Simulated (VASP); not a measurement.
# CO2 (I-42d) in VASP: further runs, part 2 of 2

VASP 6.6.1. Earlier steps stand in the parts before.

## (4) Relaxation of cell and atoms, PBEsol, target pressure 30 GPa, at which the enthalpy is minimised

File INCAR:

```
PREC = Accurate
ENCUT = 600
EDIFF = 1E-6
ISMEAR = -1
SIGMA = 0.05
LREAL = F
LASPH = T
NELM = 80
ALGO = Normal
ISIF = 3
LWAVE = F
LCHARG = F
GGA = PS
IBRION = 2
NSW = 60
EDIFFG = -0.01
PSTRESS = 300.0
```

File KPOINTS:

```
regular mesh
0
Gamma
  9 9 9
```

File POSCAR:

```
CO2
1.0
   -1.9747270000      1.9747270000      3.0140580000
    1.9747270000     -1.9747270000      3.0140580000
    1.9747270000      1.9747270000     -3.0140580000
O C
4 2
Direct
    0.8750000000      0.9597980000      0.5847980000
    0.3750000000      0.2902020000      0.4152020000
    0.0402020000      0.6250000000      0.9152020000
    0.7097980000      0.1250000000      0.0847980000
    0.0000000000      0.0000000000      0.0000000000
    0.7500000000      0.2500000000      0.5000000000
```

Run with:

```
cat potpaw_PBE.64/O/POTCAR potpaw_PBE.64/C/POTCAR > POTCAR
mpirun -np 1 vasp_std > vasp.out
```

Wall time 7.1 min (1 thread of Intel Xeon 6975P-C (Granite Rapids), shared host); peak memory 0.24 GiB.

It converged, with:

| Quantity | Value |
| --- | --- |
| Free energy | -45.5873 eV |
| Relaxed volume | 6.50 Å³/atom |
| Relaxed cell | a = 3.915 Å, b = 3.915 Å, c = 3.915 Å, α = 124.70°, β = 124.70°, γ = 82.04° |
| Space group after relaxing (to 0.1 Å) | I-42d (No. 122) |
| Energy change on relaxing (the run minimises the enthalpy) | +88.0 meV/atom |
| Ionic steps | 14 |
| Pressure after relaxing | 30.1 GPa |
| Band gap on the k mesh | 7.41 eV (least direct gap 7.67 eV) |

Stress tensor (GPa, compression positive):
```
30.12  0.00  0.00
 0.00 30.12  0.00
 0.00  0.00 29.96
```

The path:
| step | energy change (eV) | largest force (eV/Å) | pressure (GPa) | volume (Å³) |
| --- | --- | --- | --- | --- |
| 1 | 0.0000 | 0.1232 | -5.41 | 47.01 |
| 2 | 2.8202 | 5.3133 | 111.55 | 36.19 |
| 3 | 0.2858 | 1.5950 | 27.75 | 42.36 |
| 4 | 0.3135 | 1.6646 | 29.17 | 42.21 |
| 5 | 0.3843 | 0.4611 | 29.34 | 40.16 |
| 6 | 0.4870 | 0.0014 | 29.65 | 39.50 |
| 7 | 0.4771 | 0.0402 | 29.64 | 39.56 |
| 8 | 0.4891 | 0.0637 | 30.44 | 39.40 |
| 9 | 0.5567 | 0.1452 | 33.03 | 38.88 |
| 10 | 0.5855 | 0.1708 | 33.83 | 38.72 |
| 11 | 0.5069 | 0.2241 | 26.91 | 39.14 |
| 12 | 0.5418 | 0.0309 | 30.33 | 38.93 |
| 13 | 0.5348 | 0.0139 | 30.18 | 38.97 |
| 14 | 0.5282 | 0.0019 | 30.07 | 39.00 |

Final structure:
```
O C
1.0
    -1.81686    1.81686    2.95392
     1.81686   -1.81686    2.95392
     1.81686    1.81686   -2.95392
O C
4 2
Direct
  0.87500 0.92955 0.55455
  0.37500 0.32044 0.44545
  0.07045 0.62500 0.94545
  0.67955 0.12500 0.05455
  0.00000 0.00000 0.00000
  0.75000 0.25000 0.50000
```

Levels at points of the mesh, in eV from the valence-band top:
| k point | band 13 | band 14 | band 15 | band 16 | band 17 | band 18 | band 19 | band 20 |
| --- | --- | --- | --- | --- | --- | --- | --- | --- |
| (0.00, 0.00, 0.00) | -1.92 | -0.61 | -0.61 | -0.25 | 7.41 | 10.26 | 10.26 | 10.79 |

Caveat: the cell is relaxed towards a set pressure, so the run minimises the enthalpy, not the energy; the volume moved by over 15 % at a fixed basis, so the end points are rough; the PAW data sets were made with another functional, which shifts forces and pressure a little.

## (5) Single point, HSE06

POSCAR is that of step 4.

File INCAR.step1:

```
PREC = Accurate
ENCUT = 520
EDIFF = 1E-5
ISMEAR = -1
SIGMA = 0.05
LREAL = False
LASPH = True
NELM = 80
ALGO = Normal
ISIF = 2
LWAVE = True
LCHARG = False
GGA = PE
NBANDS = 25
KPAR = 4
```

File INCAR.step2:

```
PREC = Accurate
ENCUT = 520
EDIFF = 1E-6
ISMEAR = -1
SIGMA = 0.05
LREAL = False
LASPH = True
NELM = 80
ALGO = Normal
ISIF = 2
LWAVE = False
LCHARG = False
GGA = PE
LHFCALC = True
HFSCREEN = 0.2079
PRECFOCK = Fast
ISTART = 1
NBANDS = 25
KPAR = 4
```

File KPOINTS:

```
Automatic mesh
0
Gamma
  6 6 6
```

Run with:

```
cat potpaw_PBE.64/O/POTCAR potpaw_PBE.64/C/POTCAR > POTCAR
cp INCAR.step1 INCAR
mpirun -np 4 vasp_std > vasp.out
cp INCAR.step2 INCAR
mpirun -np 4 vasp_std > vasp.out
```

Run time: 39 min. Hardware: 4 MPI ranks of Intel Xeon Platinum 8259CL at 2.50GHz (Skylake/Cascade Lake), shared host; peak memory 0.31 GiB.

Results (log left out):

* Free energy: -54.7790 eV
* Pressure: -9.9 GPa
* Largest force: 0.586 eV/Å
* Band gap on the k mesh: 9.83 eV (least direct gap 10.17 eV)

Forces in eV/Å, atoms in the order of the input:
```
O    0.586  0.000  0.000
O   -0.586  0.000  0.000
O    0.000 -0.586  0.000
O    0.000  0.586  0.000
C    0.000  0.000  0.000
C    0.000  0.000  0.000
```

Stress tensor (GPa, compression positive):
```
-9.91  0.00  0.00
 0.00 -9.91  0.00
 0.00  0.00 -9.75
```

Levels at points of the mesh, in eV from the valence-band top:
| k point | band 13 | band 14 | band 15 | band 16 | band 17 | band 18 | band 19 | band 20 |
| --- | --- | --- | --- | --- | --- | --- | --- | --- |
| (0.00, 0.00, 0.00) | -1.28 | -0.76 | -0.76 | -0.35 | 9.83 | 11.38 | 11.58 | 11.58 |
| (0.50, 0.00, 0.00) | -1.74 | -1.45 | -0.41 | 0.00 | 10.46 | 11.83 | 11.99 | 12.65 |
| (0.50, 0.50, 0.00) | -0.71 | -0.71 | -0.53 | -0.53 | 11.20 | 11.20 | 12.24 | 12.24 |
| (0.50, 0.50, 0.50) | -2.93 | -2.93 | -0.05 | -0.05 | 11.08 | 11.08 | 13.06 | 13.06 |

Caveat: the cell stands under tension; the PAW data sets were made with another functional, which shifts forces and pressure a little.

## (6) Single point, PBEsol

This run uses another cell than the first one, of 7.14 Å³/atom.

File INCAR:

```
PREC = Accurate ; ENCUT = 1340
EDIFF = 1E-6 ; ISMEAR = -1
SIGMA = 0.05 ; LREAL = False
LASPH = True ; NELM = 120
ALGO = Normal ; ISIF = 2
LWAVE = False ; LCHARG = True
GGA = PS ; LELF = True
LVHAR = True ; NBANDS = 25
GGA_COMPAT = False
```

File KPOINTS:

```
regular mesh
0
Gamma
  9 9 9
```

File POSCAR:

```
CO2
1.0
   -1.9045014171      1.9045014171      2.9513618943
    1.9045014171     -1.9045014171      2.9513618943
    1.9045014171      1.9045014171     -2.9513618943
O C
4 2
Direct
    0.8750000000      0.9469793258      0.5719793258
    0.3750000000      0.3030206742      0.4280206742
    0.0530206742      0.6250000000      0.9280206742
    0.6969793258      0.1250000000      0.0719793258
    0.0000000000      0.0000000000      0.0000000000
    0.7500000000      0.2500000000      0.5000000000
```

Potentials or basis: VASP PAW PBE potentials, release 64 (O_h, C_h).

Run with:

```
cat potpaw_PBE.64/O_h/POTCAR potpaw_PBE.64/C_h/POTCAR > POTCAR
mpirun -np 1 vasp_std > vasp.out
```

OUTCAR:

```text
PREC = Accurate
   ENCUT = 1340
   EDIFF = 1E-6
   ISMEAR = -1
   LREAL = False
   LASPH = True
   NELM = 120
   ISIF = 2
   GGA = PS

 ion  position               nearest neighbor table
   1  0.875  0.947  0.572-   6 1.38   5 1.38
   2  0.375  0.303  0.428-   5 1.38   6 1.38
   3  0.053  0.625  0.928-   6 1.38   5 1.38
   4  0.697  0.125  0.072-   5 1.38   6 1.38
   5  0.000  0.000  0.000-   2 1.38   4 1.38   3 1.38   1 1.38
   6  0.750  0.250  0.500-   1 1.38   3 1.38   2 1.38   4 1.38

  LATTYP: Found a body centered tetragonal cell.
[... 878 lines left out ...]
  -------------------------------------------------------------------------------------
  Total        2.6766131      2.6766131      2.6482101      0.0000000      0.0000000      0.0000000
  in kB      100.1500404    100.1500404     99.0872921      0.0000000      0.0000000      0.0000000
  external PRESSURE =      99.7957909 kB  Pullay stress =       0.0000000 kB

 VOLUME and BASIS-vectors are now :
 -----------------------------------------------------------------------------
  energy-cutoff  :     1340.00
  volume of cell :       42.82
      direct lattice vectors                 reciprocal lattice vectors
    -1.904501417  1.904501417  2.951361894     0.000000000  0.262535903  0.169413314
     1.904501417 -1.904501417  2.951361894     0.262535903  0.000000000  0.169413314
     1.904501417  1.904501417 -2.951361894     0.262535903  0.262535903  0.000000000

 POSITION                                       TOTAL-FORCE (eV/Angst)
 -----------------------------------------------------------------------------------
      1.22642      0.95225      3.68920        -0.029298     -0.000000      0.000000
      0.67808      0.95225      0.73784         0.029298     -0.000000      0.000000
      2.85675      0.67808     -0.73784         0.000000      0.029298      0.000000
     -0.95225      1.22642      2.21352         0.000000     -0.029298      0.000000
      0.00000      0.00000      0.00000         0.000000     -0.000000      0.000000
      0.00000      1.90450      1.47568        -0.000000     -0.000000     -0.000000
 -----------------------------------------------------------------------------------
    total drift:                                0.000000      0.000000      0.000000

  FREE ENERGIE OF THE ION-ELECTRON SYSTEM (eV)
  ---------------------------------------------------
  free  energy   TOTEN  =       -46.3060645548 eV

  energy  without entropy=      -46.3060645548  energy(sigma->0) =      -46.30606455
```

Run time: 6.5 min. Hardware: 1 thread of Intel Xeon Platinum 8259CL at 2.50GHz (Skylake/Cascade Lake), shared host; peak memory 0.47 GiB.

Results:

```
Free energy            : -46.3061 eV
Pressure               : 10.0 GPa
Largest force          : 0.029 eV/Å
Band gap on the k mesh : 7.67 eV (least direct gap 7.98 eV)
```

Forces in eV/Å, atoms in the order of the input:
```
O   -0.029  0.000  0.000
O    0.029  0.000  0.000
O    0.000  0.029  0.000
O    0.000 -0.029  0.000
C    0.000  0.000  0.000
C    0.000  0.000  0.000
```

Stress tensor (GPa, compression positive):
```
10.02  0.00  0.00
 0.00 10.02  0.00
 0.00  0.00  9.91
```

Levels at points of the mesh, in eV from the valence-band top:
```csv
k point,band 12,band 13,band 14,band 15,band 16,band 17,band 18,band 19,band 20,band 21
"(0.00, 0.00, 0.00)",-1.50,-1.50,-0.76,-0.76,-0.31,7.67,9.92,9.92,10.11,12.44
```

Caveat: the cell stands under pressure; the PAW data sets were made with another functional, which shifts forces and pressure a little.

## (7) The runs side by side

```csv
task,level,potentials or basis,cell,k mesh,cutoff (eV),grid for exact exchange (PRECFOCK),share of exact exchange,screening parameter,gap on the mesh (eV),pressure (GPa),largest force (eV/Å)
relaxation of cell and atoms,PBEsol,"VASP PAW PBE potentials, release 64 (O, C)","relaxed to 10 GPa from a = 4.109 Å, angles 122.6, 122.6, 85.6°, 6 atoms, atomic positions A",9 × 9 × 9,600,-,-,-,7.59,10.0,-
relaxation of cell and atoms,PBEsol,"VASP PAW PBE potentials, release 64 (O, C)","relaxed to 20 GPa from a = 4.109 Å, angles 122.6, 122.6, 85.6°, 6 atoms, atomic positions A",9 × 9 × 9,600,-,-,-,7.54,20.0,0.01
relaxation of cell and atoms,PBEsol,"VASP PAW PBE potentials, release 64 (O, C)","relaxed to 30 GPa from a = 4.109 Å, angles 122.6, 122.6, 85.6°, 6 atoms, atomic positions A",9 × 9 × 9,600,-,-,-,7.41,30.1,-
single point,HSE06,"VASP PAW PBE potentials, release 64 (O, C)","a = 4.109 Å, angles 122.6, 122.6, 85.6°, 6 atoms, atomic positions A",6 × 6 × 6,520,Fast,0.25,0.2079 1/Å,9.83,-9.9,0.59
single point,PBEsol,"VASP PAW PBE potentials, release 64 (O_h, C_h)","a = 3.996 Å, angles 123.1, 123.1, 84.8°, 6 atoms, atomic positions B",9 × 9 × 9,1340,-,-,-,7.67,10.0,0.03
```

Alike in all rows: no spin polarisation; smearing fermi-dirac 0.05 eV.

Caveats: the PAW data sets were made with another functional, which shifts forces and pressure a little; the cell is relaxed towards a set pressure, so the run minimises the enthalpy, not the energy (at least some runs); the volume moved by over 15 % at a fixed basis, so the end points are rough (at least some runs); the cell stands under tension (at least some runs); the cell stands under pressure (at least some runs).

Total energies depend on the potentials used, so only differences within one code and one set of settings carry meaning.
